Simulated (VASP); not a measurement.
# TiGa7Sb8 (a cell with a defect) in VASP: further runs

TiGa7Sb8 (a cell with a defect) is run at these levels: PBEsol, revPBE; tasks: single point.

Everything below comes from runs of VASP 6.6.1. Logs are shortened: lines on timing, memory, paths and dates and some standing lists are left out, and cuts for length are marked.

## 1. The cell of the first run

The cell holds a defect, 16 atoms: a = 8.646 Å, b = 8.646 Å, c = 8.646 Å, α = 60.00°, β = 60.00°, γ = 60.00°.

## 2. Single point, PBEsol, collinear spin

Contents of INCAR:

```
ALGO = Normal
EDIFF = 1E-6
ENCUT = 520
GGA = PS
ISIF = 2
ISMEAR = -1
ISPIN = 2
ISYM = 0
LASPH = T
LCHARG = F
LMAXMIX = 4
LORBIT = 11
LREAL = Auto
LWAVE = F
MAGMOM = 0 0 0 0 0 0 0 2 0 0 0 0 0 0 0 0
NBANDS = 90
NELECT = 142.0
NELM = 150
PREC = Accurate
SIGMA = 0.05
```

Contents of KPOINTS:

```
Automatic mesh
0
Gamma
  1 1 1
  0.25 0.25 0.25
```

Contents of POSCAR:

```
TiGa7Sb8
1.0
    0.0000000000      6.1133940000      6.1133940000
    6.1133940000      0.0000000000      6.1133940000
    6.1133940000      6.1133940000      0.0000000000
Ga Ti Sb
7 1 8
Direct
    0.9995560000      0.9999070000      0.0027830000
    0.0021730000      0.9939290000      0.4987460000
    0.5014600000      0.4985470000      0.0006830000
    0.9945650000      0.5042460000      0.0012470000
    0.4986840000      0.0019850000      0.5026080000
    0.4966070000      0.0009870000      0.9998870000
    0.9984090000      0.4972930000      0.5047190000
    0.4954500000      0.5030410000      0.4980050000
    0.1238870000      0.1197950000      0.1282710000
    0.6244320000      0.6254240000      0.6265810000
    0.1269870000      0.1243570000      0.6238510000
    0.6272420000      0.6231340000      0.1241190000
    0.1232510000      0.6227250000      0.1306180000
    0.6292240000      0.1224210000      0.6260590000
    0.6244120000      0.1228650000      0.1274980000
    0.1249180000      0.6298430000      0.6267330000
```

Potentials or basis: VASP PAW PBE potentials, release 64 (Ga_d, Ti_sv, Sb).

The run is started by

```console
> cat potpaw_PBE.64/Ga_d/POTCAR potpaw_PBE.64/Ti_sv/POTCAR potpaw_PBE.64/Sb/POTCAR > POTCAR
> mpirun -np 1 vasp_std > vasp.out
```

OUTCAR:

```text
EDIFF = 1E-6
   ENCUT = 520
   GGA = PS
   ISIF = 2
   ISMEAR = -1
   ISPIN = 2
   ISYM = 0
   LASPH = T
   LORBIT = 11
   LREAL = Auto
   NELECT = 142.0
   NELM = 150
   PREC = Accurate

 ion  position               nearest neighbor table
   1  1.000  1.000  0.003-   9 2.61  15 2.65  13 2.66  11 2.67
   2  0.002  0.994  0.499-  16 2.57   9 2.62  14 2.63  11 2.69
   3  0.501  0.499  0.001-  12 2.64  10 2.64  15 2.65  13 2.67
   4  0.995  0.504  0.001-  12 2.59  16 2.64  13 2.66   9 2.71
   5  0.499  0.002  0.503-  11 2.62  14 2.64  15 2.65  10 2.66
   6  0.497  0.001  1.000-   9 2.63  14 2.64  15 2.66  12 2.67
[... 8 lines left out ...]
  15  0.624  0.123  0.127-   5 2.65   1 2.65   3 2.65   6 2.66
  16  0.125  0.630  0.627-   2 2.57   8 2.62   4 2.64   7 2.69

IMPORTANT INFORMATION: All symmetrisations will be switched off!
NOSYMM: (Re-)initialisation of all symmetry stuff for point group C_1.

----------------------------------------------------------------------------------------

                                     Primitive cell

  volume of cell :     456.9589

  direct lattice vectors                    reciprocal lattice vectors
     0.000000000  6.113394000  6.113394000    -0.081787629  0.081787629  0.081787629
     6.113394000  0.000000000  6.113394000     0.081787629 -0.081787629  0.081787629
     6.113394000  6.113394000  0.000000000     0.081787629  0.081787629 -0.081787629

  length of vectors
     8.645644707  8.645644707  8.645644707     0.141660329  0.141660329  0.141660329

  position of ions in fractional coordinates (direct lattice)
     0.999556000  0.999907000  0.002783000
     0.002173000  0.993929000  0.498746000
     0.501460000  0.498547000  0.000683000
     0.994565000  0.504246000  0.001247000
     0.498684000  0.001985000  0.502608000
     0.496607000  0.000987000  0.999887000
[... 8 lines left out ...]
     0.624412000  0.122865000  0.127498000
     0.124918000  0.629843000  0.626733000

  ion indices of the primitive-cell ions
   primitive index   ion index
                 1           1
                 2           2
                 3           3
                 4           4
                 5           5
                 6           6
[... 8 lines left out ...]
                15          15
                16          16

----------------------------------------------------------------------------------------

 KPOINTS: Automatic mesh

Automatic generation of k-mesh.
 Grid dimensions read from file:
 generate k-points for:    1    1    1

 Generating k-lattice:

  Cartesian coordinates                     Fractional coordinates (reciprocal lattice)
    -0.081787629  0.081787629  0.081787629     1.000000000  0.000000000  0.000000000
     0.081787629 -0.081787629  0.081787629     0.000000000  1.000000000  0.000000000
     0.081787629  0.081787629 -0.081787629     0.000000000  0.000000000  1.000000000

  Length of vectors
     0.141660329  0.141660329  0.141660329

  Shift w.r.t. Gamma in fractional coordinates (k-lattice)
     0.250000000  0.250000000  0.250000000

 Subroutine IBZKPT returns following result:
 ===========================================

 Found      4 irreducible k-points:

 Following reciprocal coordinates:
            Coordinates               Weight
  0.250000  0.250000  0.250000      2.000000
  0.250000  0.000000  0.000000      2.000000
  0.000000  0.000000 -0.250000      2.000000
  0.000000  0.250000  0.000000      2.000000
   k-points           NKPTS =      4   k-points in BZ     NKDIM =      4   number of bands    NBANDS=     90
   number of dos      NEDOS =    301   number of ions     NIONS =     16
   total plane-waves  NPLWV = 262144
   dimension x,y,z NGX =    64 NGY =   64 NGZ =   64
   dimension x,y,z NGXF=   128 NGYF=  128 NGZF=  128
   ions per type =               7   1   8
   NGX,Y,Z   is equivalent  to a cutoff of  12.31, 12.31, 12.31 a.u.
   NGXF,Y,Z  is equivalent  to a cutoff of  24.61, 24.61, 24.61 a.u.
 SYSTEM =  unknown system
   PREC   = accura    normal or accurate (medium, high low for compatibility)
   ISTART =      0    job   : 0-new  1-cont  2-samecut
   ICHARG =      2    charge: 1-file 2-atom 10-const
   ISPIN  =      2    spin polarized calculation?
   LNONCOLLINEAR =      F non collinear calculations
   LSORBIT =      F    spin-orbit coupling
   LASPH  =      T    aspherical Exc in radial PAW
   ENCUT  =  520.0 eV  38.22 Ry    6.18 a.u.  16.08 16.08 16.08*2*pi/ulx,y,z
   NELM   =    150;   NELMIN=  2; NELMDL= -5     # of ELM steps
   EDIFF  = 0.1E-05   stopping-criterion for ELM
   LREAL  =      T    real-space projection
   EDIFFG = 0.1E-04   stopping-criterion for IOM
   NSW    =      0    number of steps for IOM
   IBRION =     -1    ionic relax: 0-MD 1-quasi-New 2-CG
   NFREE  =      0    steps in history (QN), initial steepest desc. (CG)
   ISIF   =      2    stress and relaxation
   ISYM   =      0    0-nonsym 1-usesym 2-fastsym
   POTIM  = 0.5000    time-step for ionic-motion
   TEBEG  =    0.0;   TEEND  =   0.0 temperature during run
   PSTRESS=    0.0 pullay stress
   NELECT =     142.0000    total number of electrons
   NUPDOWN=      -1.0000    fix difference up-down
   EMIN   =  10.00;   EMAX   =-10.00  energy-range for DOS
   EFERMI =   0.00;   METHOD = LEGACY
   ISMEAR =    -1;   SIGMA  =   0.05  broadening in eV -4-tet -1-fermi 0-gaus
   EFERMI_NEDOS =   21; number of points for ismear=-14 and -15
   IALGO  =     38    algorithm
   IMIX   =      4    mixing-type and parameters
     AMIX     =   0.40;   BMIX     =  1.00
     AMIX_MAG =   1.60;   BMIX_MAG =  1.00
  volume/ion in A,a.u.               =      28.56       192.73
  Fermi-wavevector in a.u.,A,eV,Ry     =   1.108865  2.095450 16.729464  1.229581
  Thomas-Fermi vector in A             =   2.245397
   LORBIT       =     11    0 simple, 1 ext, 2 COOP (PROOUT), +10 PAW based schemes
   GGA     = PS    functional components
   LHFCALC =     F    Hartree Fock is set to
   AEXX    =    0.0000 exact exchange contribution
   IVDW    =     0    specifies the selected vdW correction
   LEPSILON=     F    determine dielectric tensor
   LRPA    =     F    only Hartree local field effects (RPA)
 spin polarized calculation
  energy-cutoff  :      520.00
  volume of cell :      456.96
 maximum number of plane-waves:     12284
   NGX = 33   NGY = 33   NGZ = 33

 number of electron     141.9999997 magnetization       0.0003014

 number of electron     141.9999997 magnetization      -0.0000515

 Free energy of the ion-electron system (eV)
  ---------------------------------------------------
  ext. energy  EPLUGINS =         0.00000000
  ---------------------------------------------------
  free energy    TOTEN  =       -67.63503169 eV

  energy without entropy =      -67.61965116  energy(sigma->0) =      -67.62734143

 E-fermi :   4.6960     XC(G=0):  -9.1910

 val. band max:        4.4826002272   @ k =   0.0000   0.0000  -0.2500
 cond. band min:       4.9312154994   @ k =   0.0000   0.0000  -0.2500
 fundamental gap:      0.4486152723
 Fermi energy:         4.6960401160

 spin component 1

 k-point     1 :       0.2500    0.2500    0.2500
  band No.  band energies     occupation
      1     -52.3414      1.00000
      2     -28.7461      1.00000
      3     -28.7314      1.00000
      4     -28.7165      1.00000
      5     -10.2543      1.00000
      6     -10.2374      1.00000
[... 75 lines left out ...]
     82       7.0384      0.00000
     83       7.1028      0.00000

 k-point     2 :       0.2500    0.0000    0.0000
  band No.  band energies     occupation
      1     -52.3414      1.00000
      2     -28.7461      1.00000
      3     -28.7314      1.00000
      4     -28.7165      1.00000
      5     -10.2549      1.00000
      6     -10.2369      1.00000
[... 164 lines left out ...]
 k-point     4 :       0.0000    0.2500    0.0000
  band No.  band energies     occupation
      1     -52.3414      1.00000
      2     -28.7461      1.00000
      3     -28.7314      1.00000
      4     -28.7165      1.00000
      5     -10.2542      1.00000
      6     -10.2375      1.00000
[... 75 lines left out ...]
     82       7.0608      0.00000
     83       7.0884      0.00000
 Fermi energy:         4.6960401160

 spin component 2

 k-point     1 :       0.2500    0.2500    0.2500
  band No.  band energies     occupation
      1     -52.3415      1.00000
      2     -28.7461      1.00000
      3     -28.7314      1.00000
      4     -28.7165      1.00000
      5     -10.2543      1.00000
      6     -10.2374      1.00000
[... 75 lines left out ...]
     82       7.0384      0.00000
     83       7.1027      0.00000

 k-point     2 :       0.2500    0.0000    0.0000
  band No.  band energies     occupation
      1     -52.3415      1.00000
      2     -28.7461      1.00000
      3     -28.7314      1.00000
      4     -28.7165      1.00000
      5     -10.2549      1.00000
      6     -10.2369      1.00000
[... 164 lines left out ...]
 k-point     4 :       0.0000    0.2500    0.0000
  band No.  band energies     occupation
      1     -52.3415      1.00000
      2     -28.7461      1.00000
      3     -28.7314      1.00000
      4     -28.7165      1.00000
      5     -10.2542      1.00000
      6     -10.2375      1.00000
[... 75 lines left out ...]
     82       7.0608      0.00000
     83       7.0884      0.00000
 [bands above 83 left out]

------------------------ aborting loop because EDIFF is reached ----------------------------------------

  FORCE on cell =-STRESS in cart. coord.  units (eV):
  Direction    XX          YY          ZZ          XY          YZ          ZX
  --------------------------------------------------------------------------------------
  -------------------------------------------------------------------------------------
  Total       -1.8432170     -1.9417646     -1.9784735     -0.6470380      0.1566058     -1.1746144
  in kB       -6.4626391     -6.8081638     -6.9368716     -2.2686277      0.5490871     -4.1184021
  external PRESSURE =      -6.7358915 kB  Pullay stress =       0.0000000 kB

 VOLUME and BASIS-vectors are now :
 -----------------------------------------------------------------------------
  energy-cutoff  :      520.00
  volume of cell :      456.96
      direct lattice vectors                 reciprocal lattice vectors
     0.000000000  6.113394000  6.113394000    -0.081787629  0.081787629  0.081787629
     6.113394000  0.000000000  6.113394000     0.081787629 -0.081787629  0.081787629
     6.113394000  6.113394000  0.000000000     0.081787629  0.081787629 -0.081787629

 POSITION                                       TOTAL-FORCE (eV/Angst)
 -----------------------------------------------------------------------------------
      6.12984      6.12769     12.22351        -0.250108     -0.130060     -0.128123
      9.12531      3.06232      6.08956         0.402230     -0.025538      0.571341
      3.05199      3.06980      6.11344         0.024577     -0.057202     -0.451426
      3.09028      6.08779      9.16282        -0.220369      0.701251      0.024530
      3.08478      6.12129      3.06079        -0.109784     -0.226910      0.051165
      6.11874      9.14866      3.04199         0.251090      0.177872      0.039917
[... 8 lines left out ...]
      1.53057      4.59672      4.56840        -0.115961      0.031463      0.123769
      7.68194      4.59514      4.61415        -0.253010      0.049215     -0.449867
 -----------------------------------------------------------------------------------
    total drift:                                0.000549      0.006842     -0.001461

  FREE ENERGIE OF THE ION-ELECTRON SYSTEM (eV)
  ---------------------------------------------------
  free  energy   TOTEN  =       -67.6350316915 eV

  energy  without entropy=      -67.6196511620  energy(sigma->0) =      -67.62734143

 total charge

# of ion       s       p       d       tot
------------------------------------------
    1        0.876   0.781   9.965  11.623
    2        0.882   0.791   9.966  11.638
    3        0.883   0.765   9.963  11.610
    4        0.884   0.763   9.963  11.609
    5        0.882   0.772   9.964  11.618
    6        0.883   0.764   9.963  11.610
[... 8 lines left out ...]
   15        1.107   1.363   0.025   2.495
   16        1.113   1.407   0.024   2.544
--------------------------------------------------
tot         17.234  22.514  71.913 111.661

 magnetization (x)

# of ion       s       p       d       tot
------------------------------------------
    1       -0.000   0.000   0.000   0.000
    2       -0.000   0.000   0.000   0.000
    3       -0.000   0.000   0.000   0.000
    4       -0.000   0.000   0.000   0.000
    5       -0.000   0.000   0.000   0.000
    6       -0.000   0.000   0.000   0.000
[... 8 lines left out ...]
   15        0.000   0.000   0.000   0.000
   16        0.000   0.000  -0.000   0.000
--------------------------------------------------
tot         -0.000   0.000  -0.000  -0.000
```

Run time: 7.1 min. Hardware: 1 thread of Intel Xeon 6975P-C (Granite Rapids), shared host; peak memory 0.88 GiB.

Results:

* Free energy: -67.6350 eV
* Largest force: 0.735 eV/Å
* Net moment: 0.00 μB per cell
* Valence electrons inside the program's atomic spheres: Ga 11.62, 11.64, 11.61 (each value once); Ti 10.23; Sb 2.50, 2.52, 2.54, 2.49 (each value once)

Forces on the atoms (eV/Å):
```
Ga  -0.250 -0.130 -0.128
Ga   0.402 -0.026  0.571
Ga   0.025 -0.057 -0.451
Ga  -0.220  0.701  0.025
Ga  -0.110 -0.227  0.051
Ga   0.251  0.178  0.040
Ga  -0.211  0.032  0.142
Ti  -0.119  0.507  0.110
Sb   0.090 -0.349  0.248
Sb  -0.127 -0.197 -0.139
Sb   0.175  0.104 -0.379
Sb   0.222 -0.205 -0.084
Sb   0.036 -0.164  0.223
Sb   0.205 -0.248  0.097
Sb  -0.116  0.031  0.124
Sb  -0.253  0.049 -0.450
```

Caveat: the cell carries a net charge on a neutralising background, which shifts energy and pressure; the cell is charged against a uniform background, so pressure and absolute levels hang on convention; the PAW data sets were made with another functional, which shifts forces and pressure a little; spin-orbit coupling is left out, which moves the levels of the heavy elements.

(Continued in part 2 of 2.)
